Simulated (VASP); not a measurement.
# GdAl2N3 (P4mm) in VASP: notebook

GdAl2N3 is run at these levels: PBE; tasks: single point.

All numbers are computed with VASP 6.6.1; they aren't measurements. Logs are shortened: lines on timing, memory, paths and dates and some standing lists are left out, and cuts for length are marked.

## Step 1: The cell of the first run

It takes space group P4mm (No. 99, tetragonal). Conventional cell: a = 3.871 Å, b = 3.871 Å, c = 6.210 Å, α = 90.00°, β = 90.00°, γ = 90.00°. Gd (site symmetry 4mm) has 5 N at 2.24 to 2.57 Å within 3.0 Å. Within 2.4 Å of Al (site symmetry 2mm) lie 3 N at 1.82 to 2.06 Å. N (site symmetry 4mm) has 4 Al at 2.06 Å and 1 Gd at 2.57 Å within 2.7 Å. N (site symmetry 2mm) has 1 Al at 1.82 Å and 2 Gd at 2.24 Å within 2.4 Å.

The cell was built from a structure type or drawn by symmetry, and may not be a known phase.

## Step 2: Single point, PBE, collinear spin, ferromagnetic start

Input file INCAR:

```
SYSTEM = GdAl2N3
ALGO = Normal
EDIFF = 1E-7
ENCUT = 520
GGA = PE
ISIF = 2
ISMEAR = 0
ISPIN = 2
LASPH = .TRUE.
LCHARG = .FALSE.
LMAXMIX = 6
LORBIT = 11
LREAL = .FALSE.
LWAVE = .FALSE.
MAGMOM = 7 0 0 0 0 0
NBANDS = 32
NELM = 150
PREC = Accurate
SIGMA = 0.1
```

Input file KPOINTS:

```
k-points
0
G
  4 4 4
  0 0 0
```

Input file POSCAR:

```
GdAl2N3
1.0
    3.8711337785      0.0000000000      0.0000000000
    0.0000000000      3.8711337785      0.0000000000
    0.0000000000      0.0000000000      6.2098569354
Gd Al N
1 2 3
Direct
    0.5000000000      0.5000000000      0.8347905508
    0.5000000000      0.0000000000      0.3088768308
    0.0000000000      0.5000000000      0.3088768308
    0.5000000000      0.5000000000      0.4207886525
    0.5000000000      0.0000000000      0.0152565225
    0.0000000000      0.5000000000      0.0152565225
```

Potentials or basis: VASP PAW PBE potentials, release 64 (Gd, Al, N).

Command:

```
> cat potpaw_PBE.64/Gd/POTCAR potpaw_PBE.64/Al/POTCAR potpaw_PBE.64/N/POTCAR > POTCAR
> mpirun -np 1 vasp_std > vasp.out
```

OUTCAR:

```text
SYSTEM = GdAl2N3
   EDIFF = 1E-7
   ENCUT = 520
   GGA = PE
   ISIF = 2
   ISMEAR = 0
   ISPIN = 2
   LASPH = .TRUE.
   LORBIT = 11
   LREAL = .FALSE.
   NELM = 150
   PREC = Accurate

 ion  position               nearest neighbor table
   1  0.500  0.500  0.835-   5 2.24   6 2.24   5 2.24   6 2.24   4 2.57
   2  0.500  0.000  0.309-   5 1.82   4 2.06   4 2.06   3 2.74   3 2.74   3 2.74   3 2.74
   3  0.000  0.500  0.309-   6 1.82   4 2.06   4 2.06   2 2.74   2 2.74   2 2.74   2 2.74
   4  0.500  0.500  0.421-   2 2.06   3 2.06   2 2.06   3 2.06   1 2.57
   5  0.500  0.000  0.015-   2 1.82   1 2.24   1 2.24
   6  0.000  0.500  0.015-   3 1.82   1 2.24   1 2.24

  LATTYP: Found a simple tetragonal cell.
 ALAT       =     3.8711337785
 C/A-ratio  =     1.6041442354

  Lattice vectors:

 A1 = (   3.8711337785,   0.0000000000,   0.0000000000)
 A2 = (   0.0000000000,   3.8711337785,   0.0000000000)
 A3 = (   0.0000000000,   0.0000000000,   6.2098569354)

Analysis of symmetry for initial positions (statically):
=====================================================================
 Subroutine PRICEL returns:
 Original cell was already a primitive cell.

 Routine SETGRP: Setting up the symmetry group for a
 simple tetragonal supercell.

 Subroutine GETGRP returns: Found  8 space group operations
 (whereof  8 operations were pure point group operations)
 out of a pool of 16 trial point group operations.

The static configuration has the point symmetry C_4v.

Analysis of symmetry for dynamics (positions and initial velocities):
=====================================================================
 Subroutine PRICEL returns:
 Original cell was already a primitive cell.

 Routine SETGRP: Setting up the symmetry group for a
 simple tetragonal supercell.

 Subroutine GETGRP returns: Found  8 space group operations
 (whereof  8 operations were pure point group operations)
 out of a pool of 16 trial point group operations.

The dynamic configuration has the point symmetry C_4v.

Analysis of structural, dynamic, and magnetic symmetry:
=====================================================================
 Subroutine PRICEL returns:
 Original cell was already a primitive cell.

 Routine SETGRP: Setting up the symmetry group for a
 simple tetragonal supercell.

 Subroutine GETGRP returns: Found  8 space group operations
 (whereof  8 operations were pure point group operations)
 out of a pool of 16 trial point group operations.

The overall configuration has the point symmetry C_4v.

 Subroutine INISYM returns: Found  8 space group operations
 (whereof  8 operations are pure point group operations),
 and found     1 'primitive' translations

----------------------------------------------------------------------------------------

                                     Primitive cell

  volume of cell :      93.0589

  direct lattice vectors                    reciprocal lattice vectors
     3.871133778  0.000000000  0.000000000     0.258322253  0.000000000  0.000000000
     0.000000000  3.871133778  0.000000000     0.000000000  0.258322253  0.000000000
     0.000000000  0.000000000  6.209856935     0.000000000  0.000000000  0.161034306

  length of vectors
     3.871133778  3.871133778  6.209856935     0.258322253  0.258322253  0.161034306

  position of ions in fractional coordinates (direct lattice)
     0.500000000  0.500000000  0.834790551
     0.500000000  0.000000000  0.308876831
     0.000000000  0.500000000  0.308876831
     0.500000000  0.500000000  0.420788653
     0.500000000  0.000000000  0.015256523
     0.000000000  0.500000000  0.015256523

  ion indices of the primitive-cell ions
   primitive index   ion index
                 1           1
                 2           2
                 3           3
                 4           4
                 5           5
                 6           6

----------------------------------------------------------------------------------------

 KPOINTS: k-points

Automatic generation of k-mesh.
 Grid dimensions read from file:
 generate k-points for:    4    4    4

 Generating k-lattice:

  Cartesian coordinates                     Fractional coordinates (reciprocal lattice)
     0.064580563  0.000000000  0.000000000     0.250000000  0.000000000  0.000000000
     0.000000000  0.064580563  0.000000000     0.000000000  0.250000000  0.000000000
     0.000000000  0.000000000  0.040258576     0.000000000  0.000000000  0.250000000

  Length of vectors
     0.064580563  0.064580563  0.040258576

  Shift w.r.t. Gamma in fractional coordinates (k-lattice)
     0.000000000  0.000000000  0.000000000

 Subroutine IBZKPT returns following result:
 ===========================================

 Found     18 irreducible k-points:

 Following reciprocal coordinates:
            Coordinates               Weight
  0.000000  0.000000  0.000000      1.000000
  0.250000  0.000000  0.000000      4.000000
  0.500000  0.000000  0.000000      2.000000
  0.250000  0.250000  0.000000      4.000000
  0.500000  0.250000  0.000000      4.000000
  0.500000  0.500000  0.000000      1.000000
[... 10 lines left out ...]
  0.500000  0.250000  0.500000      4.000000
  0.500000  0.500000  0.500000      1.000000
   k-points           NKPTS =     18   k-points in BZ     NKDIM =     18   number of bands    NBANDS=     32
   number of dos      NEDOS =    301   number of ions     NIONS =      6
   total plane-waves  NPLWV =  43200
   dimension x,y,z NGX =    30 NGY =   30 NGZ =   48
   dimension x,y,z NGXF=    60 NGYF=   60 NGZF=   96
   ions per type =               1   2   3
   NGX,Y,Z   is equivalent  to a cutoff of  12.88, 12.88, 12.85 a.u.
   NGXF,Y,Z  is equivalent  to a cutoff of  25.77, 25.77, 25.70 a.u.
 SYSTEM =  GdAl2N3
   PREC   = accura    normal or accurate (medium, high low for compatibility)
   ISTART =      0    job   : 0-new  1-cont  2-samecut
   ICHARG =      2    charge: 1-file 2-atom 10-const
   ISPIN  =      2    spin polarized calculation?
   LNONCOLLINEAR =      F non collinear calculations
   LSORBIT =      F    spin-orbit coupling
   LASPH  =      T    aspherical Exc in radial PAW
   ENCUT  =  520.0 eV  38.22 Ry    6.18 a.u.   7.20  7.20 11.55*2*pi/ulx,y,z
   NELM   =    150;   NELMIN=  2; NELMDL= -5     # of ELM steps
   EDIFF  = 0.1E-06   stopping-criterion for ELM
   LREAL  =      F    real-space projection
   EDIFFG = 0.1E-05   stopping-criterion for IOM
   NSW    =      0    number of steps for IOM
   IBRION =     -1    ionic relax: 0-MD 1-quasi-New 2-CG
   NFREE  =      0    steps in history (QN), initial steepest desc. (CG)
   ISIF   =      2    stress and relaxation
   ISYM   =      2    0-nonsym 1-usesym 2-fastsym
   POTIM  = 0.5000    time-step for ionic-motion
   TEBEG  =    0.0;   TEEND  =   0.0 temperature during run
   PSTRESS=    0.0 pullay stress
   NELECT =      39.0000    total number of electrons
   NUPDOWN=      -1.0000    fix difference up-down
   EMIN   =  10.00;   EMAX   =-10.00  energy-range for DOS
   EFERMI =   0.00;   METHOD = LEGACY
   ISMEAR =     0;   SIGMA  =   0.10  broadening in eV -4-tet -1-fermi 0-gaus
   EFERMI_NEDOS =   21; number of points for ismear=-14 and -15
   IALGO  =     38    algorithm
   IMIX   =      4    mixing-type and parameters
     AMIX     =   0.40;   BMIX     =  1.00
     AMIX_MAG =   1.60;   BMIX_MAG =  1.00
  volume/ion in A,a.u.               =      15.51       104.67
  Fermi-wavevector in a.u.,A,eV,Ry     =   1.225116  2.315133 20.421094  1.500908
  Thomas-Fermi vector in A             =   2.360165
   LORBIT       =     11    0 simple, 1 ext, 2 COOP (PROOUT), +10 PAW based schemes
   GGA     = PE    functional components
   LHFCALC =     F    Hartree Fock is set to
   AEXX    =    0.0000 exact exchange contribution
   IVDW    =     0    specifies the selected vdW correction
   LEPSILON=     F    determine dielectric tensor
   LRPA    =     F    only Hartree local field effects (RPA)
 spin polarized calculation
 Gauss-broadening in eV      SIGMA  =   0.10
  energy-cutoff  :      520.00
  volume of cell :       93.06
 maximum number of plane-waves:      2540
 NGX is ok and might be reduce to    30
   NGX = 15   NGY = 15   NGZ = 23

 number of electron      39.0000009 magnetization       6.5864028

 Free energy of the ion-electron system (eV)
  ---------------------------------------------------
  ext. energy  EPLUGINS =         0.00000000
  ---------------------------------------------------
  free energy    TOTEN  =       -45.77363271 eV

  energy without entropy =      -45.76071834  energy(sigma->0) =      -45.76717553

 E-fermi :   4.0756     XC(G=0):  -9.8964

 val. band max:        3.9161250518   @ k =   0.2500   0.2500   0.0000
 cond. band min:       4.1159438790   @ k =   0.2500   0.0000   0.5000
 fundamental gap:      0.1998188272
 Fermi energy:         4.0755701065

 spin component 1

 k-point     1 :       0.0000    0.0000    0.0000
  band No.  band energies     occupation
      1     -39.2461      1.00000
      2     -16.9807      1.00000
      3     -16.7029      1.00000
      4     -16.7029      1.00000
      5     -11.2625      1.00000
      6      -9.0864      1.00000
[... 23 lines left out ...]
     30       9.7219      0.00000
     31      10.0907      0.00000

 k-point     2 :       0.2500    0.0000    0.0000
  band No.  band energies     occupation
      1     -39.2402      1.00000
      2     -17.0003      1.00000
      3     -16.8685      1.00000
      4     -16.6919      1.00000
      5     -11.0565      1.00000
      6      -8.9147      1.00000
[... 536 lines left out ...]
 k-point    18 :       0.5000    0.5000    0.5000
  band No.  band energies     occupation
      1     -39.2226      1.00000
      2     -17.1159      1.00000
      3     -17.1159      1.00000
      4     -16.8154      1.00000
      5     -10.4086      1.00000
      6      -8.3928      1.00000
[... 23 lines left out ...]
     30       9.9681      0.00000
     31      10.2739      0.00000
 Fermi energy:         4.0755701065

 spin component 2

 k-point     1 :       0.0000    0.0000    0.0000
  band No.  band energies     occupation
      1     -36.1685      1.00000
      2     -15.0526      1.00000
      3     -14.5949      1.00000
      4     -14.5949      1.00000
      5     -11.3300      1.00000
      6      -8.9320      1.00000
[... 23 lines left out ...]
     30      10.1390      0.00000
     31      10.4048      0.00000

 k-point     2 :       0.2500    0.0000    0.0000
  band No.  band energies     occupation
      1     -36.1603      1.00000
      2     -15.0801      1.00000
      3     -14.8424      1.00000
      4     -14.5798      1.00000
      5     -11.1205      1.00000
      6      -8.7700      1.00000
[... 536 lines left out ...]
 k-point    18 :       0.5000    0.5000    0.5000
  band No.  band energies     occupation
      1     -36.1358      1.00000
      2     -15.2192      1.00000
      3     -15.2192      1.00000
      4     -14.7683      1.00000
      5     -10.4376      1.00000
      6      -8.2680      1.00000
[... 23 lines left out ...]
     30      10.2280      0.00000
     31      10.4936      0.00000
 [bands above 31 left out]

------------------------ aborting loop because EDIFF is reached ----------------------------------------

  FORCE on cell =-STRESS in cart. coord.  units (eV):
  Direction    XX          YY          ZZ          XY          YZ          ZX
  --------------------------------------------------------------------------------------
  -------------------------------------------------------------------------------------
  Total       -0.0089338     -0.0089338      0.3121456      0.0000000     -0.0000000      0.0000000
  in kB       -0.1538109     -0.1538109      5.3741512      0.0000000     -0.0000000      0.0000000
  external PRESSURE =       1.6888431 kB  Pullay stress =       0.0000000 kB

 VOLUME and BASIS-vectors are now :
 -----------------------------------------------------------------------------
  energy-cutoff  :      520.00
  volume of cell :       93.06
      direct lattice vectors                 reciprocal lattice vectors
     3.871133778  0.000000000  0.000000000     0.258322253  0.000000000  0.000000000
     0.000000000  3.871133778  0.000000000     0.000000000  0.258322253  0.000000000
     0.000000000  0.000000000  6.209856935     0.000000000  0.000000000  0.161034306

 POSITION                                       TOTAL-FORCE (eV/Angst)
 -----------------------------------------------------------------------------------
      1.93557      1.93557      5.18393         0.000000     -0.000000     -0.137217
      1.93557      0.00000      1.91808         0.000000      0.000000      0.074420
      0.00000      1.93557      1.91808         0.000000      0.000000      0.074420
      1.93557      1.93557      2.61304         0.000000      0.000000      0.028959
      1.93557      0.00000      0.09474        -0.000000      0.000000     -0.020291
      0.00000      1.93557      0.09474        -0.000000      0.000000     -0.020291
 -----------------------------------------------------------------------------------
    total drift:                                0.000000      0.000000     -0.046108

  FREE ENERGIE OF THE ION-ELECTRON SYSTEM (eV)
  ---------------------------------------------------
  free  energy   TOTEN  =       -45.7736327149 eV

  energy  without entropy=      -45.7607183365  energy(sigma->0) =      -45.76717553

 total charge

# of ion       s       p       d       f       tot
--------------------------------------------------
    1        2.050   5.636   0.642   7.024  15.351
    2        0.375   0.382   0.000   0.000   0.757
    3        0.375   0.382   0.000   0.000   0.757
    4        1.255   2.424   0.000   0.000   3.678
    5        1.291   2.355   0.000   0.000   3.646
    6        1.291   2.355   0.000   0.000   3.646
--------------------------------------------------
tot          6.637  13.534   0.642   7.024  27.836

 magnetization (x)

# of ion       s       p       d       f       tot
--------------------------------------------------
    1       -0.001  -0.082   0.066   6.755   6.737
    2       -0.003  -0.006   0.000   0.000  -0.009
    3       -0.003  -0.006   0.000   0.000  -0.009
    4       -0.008  -0.043   0.000   0.000  -0.051
    5       -0.004  -0.070   0.000   0.000  -0.074
    6       -0.004  -0.070   0.000   0.000  -0.074
--------------------------------------------------
tot         -0.025  -0.276   0.066   6.755   6.519
```

It took 22 min on 1 thread of Intel Xeon Platinum 8259CL at 2.50GHz (Skylake/Cascade Lake), shared host; peak memory 0.3 GiB.

What came out:

| Item | Value |
| --- | --- |
| Free energy | -45.7736 eV |
| Pressure | 0.2 GPa |
| Largest force | 0.137 eV/Å |
| Net moment | 6.59 μB per cell |
| Site moments | Gd +6.74; Al -0.01; N -0.05, -0.07 (each value once) μB |
| Valence electrons inside the program's atomic spheres | Gd 15.35; Al 0.76; N 3.68, 3.65 (each value once) |

Forces in eV/Å, atoms in the order of the input:
```
Gd   0.000  0.000 -0.137
Al   0.000  0.000  0.074
Al   0.000  0.000  0.074
N    0.000  0.000  0.029
N    0.000  0.000 -0.020
N    0.000  0.000 -0.020
```

Stress tensor (GPa, compression positive):
```
-0.02  0.00  0.00
 0.00 -0.02  0.00
 0.00  0.00  0.54
```

Caveat: the k points lie up to 0.41 Å⁻¹ apart; spin-orbit coupling is left out, which moves the levels of the heavy elements; a cell with one magnetic atom can't hold antiferromagnetic order, which such compounds often take; semilocal functionals describe open f shells poorly, which spoils levels, moments and volumes.

## Step 3: Single point, PBE, collinear spin, ferromagnetic start

This run uses another cell than the first one, of 17.36 Å³/atom.

Input file INCAR:

```
ALGO     = Normal         # electronic algorithm
EDIFF    = 1E-6           # SCF threshold, eV
ENCUT    = 520            # plane-wave cutoff, eV
GGA      = PE             # functional
ISIF     = 2              # what is computed and relaxed
ISMEAR   = 0              # smearing method
ISPIN    = 2              # spin polarisation
LASPH    = True           # aspherical terms in the spheres
LCHARG   = False          # write CHGCAR
LMAXMIX  = 6              # l up to which the mixer works
LORBIT   = 11             # projections on sites
LREAL    = False          # projectors in reciprocal space
LWAVE    = False          # write WAVECAR
MAGMOM   = 7 0 0 0 0 0    # initial moments
NBANDS   = 32             # bands
NELM     = 150            # most SCF steps
PREC     = Accurate       # precision mode
SIGMA    = 0.1            # smearing width, eV
```

Input file KPOINTS:

```
k-points
0
Gamma
  4 4 4
```

Input file POSCAR:

```
GdAl2N3
1.0
    4.1903993900      0.0000000000      0.0000000000
    0.0000000000      4.1903993900      0.0000000000
    0.0000000000      0.0000000000      5.9319488200
Gd Al N
1 2 3
Direct
    0.5000000000      0.5000000000      0.6731905600
    0.5000000000      0.0000000000      0.4095977800
    0.0000000000      0.5000000000      0.4095977800
    0.5000000000      0.5000000000      0.3301916300
    0.5000000000      0.0000000000      0.0406340800
    0.0000000000      0.5000000000      0.0406340800
```

Potentials or basis: VASP PAW PBE potentials, release 64 (Gd, Al, N).

Command:

```
> cat potpaw_PBE.64/Gd/POTCAR potpaw_PBE.64/Al/POTCAR potpaw_PBE.64/N/POTCAR > POTCAR
> mpirun -np 1 vasp_std > vasp.out
```

Wall time 8.1 min (1 thread of Intel Xeon Platinum 8259CL at 2.50GHz (Skylake/Cascade Lake), shared host); peak memory 0.33 GiB.

The run converged. Its results:

```
Free energy                                           : -35.6628 eV
Pressure                                              : 0.8 GPa
Largest force                                         : 10.051 eV/Å
Net moment                                            : 5.39 μB per cell
Site moments                                          : Gd +6.62; Al -0.01; N -0.20, -0.41 (each value once) μB
Valence electrons inside the program's atomic spheres : Gd 15.48; Al 0.79; N 3.65, 3.35 (each value once)
```

Forces in eV/Å, atoms in the order of the input:
```
Gd   0.000  0.000 10.051
Al   0.000  0.000 -6.016
Al   0.000  0.000 -6.016
N    0.000  0.000 -0.086
N    0.000  0.000  1.033
N    0.000  0.000  1.033
```

Stress tensor (GPa, compression positive):
```
 1.87  0.00  0.00
 0.00  1.87  0.00
 0.00  0.00 -1.38
```

Levels at points of the mesh, in eV from the Fermi level:
Spin up:
```csv
k point,band 18,band 19,band 20,band 21,band 22,band 23,band 24,band 25,band 26,band 27
"(0.00, 0.00, 0.00)",-2.64,-1.43,-0.98,-0.83,-0.83,-0.73,1.27,1.27,3.09,3.50
"(0.50, 0.00, 0.00)",-1.91,-1.45,-0.97,-0.50,-0.48,0.28,0.39,0.74,1.31,3.18
"(0.50, 0.50, 0.00)",-1.91,-0.91,-0.85,-0.85,-0.21,1.19,1.19,1.28,2.06,2.61
"(0.00, 0.00, 0.50)",-2.36,-1.97,-0.47,-0.47,-0.43,0.47,1.58,1.59,1.59,3.12
"(0.50, 0.00, 0.50)",-2.13,-1.27,-0.49,-0.28,-0.25,-0.25,0.84,1.01,1.50,2.79
"(0.50, 0.50, 0.50)",-2.65,-1.83,-1.14,-1.14,0.95,0.99,0.99,1.28,2.16,2.90
```
Spin down:
```
           k point  band 12  band 13  band 14  band 15  band 16  band 17  band 18  band 19  band 20  band 21
(0.00, 0.00, 0.00)    -1.68    -1.68    -1.53    -1.46    -1.12     0.42     0.42     1.67     1.67     1.67
(0.50, 0.00, 0.00)    -1.74    -1.59    -1.21    -0.61    -0.54    -0.52    -0.21     1.01     1.54     1.55
(0.50, 0.50, 0.00)    -1.19    -1.14    -1.14    -1.08     0.07     0.69     0.69     1.21     1.58     1.64
(0.00, 0.00, 0.50)    -2.25    -1.35    -1.35    -0.94    -0.08     0.48     0.48     1.49     1.64     1.64
(0.50, 0.00, 0.50)    -1.53    -0.90    -0.81    -0.63    -0.53    -0.35    -0.02     0.79     1.47     1.55
(0.50, 0.50, 0.50)    -1.81    -1.43    -1.43    -0.30     0.07     0.62     0.62     1.21     1.60     1.64
```

Caveat: the k points lie up to 0.37 Å⁻¹ apart; spin-orbit coupling is left out, which moves the levels of the heavy elements; a cell with one magnetic atom can't hold antiferromagnetic order, which such compounds often take; semilocal functionals describe open f shells poorly, which spoils levels, moments and volumes; forces of over 1 eV/Å act on the atoms, so gaps and moduli don't describe the material at rest.
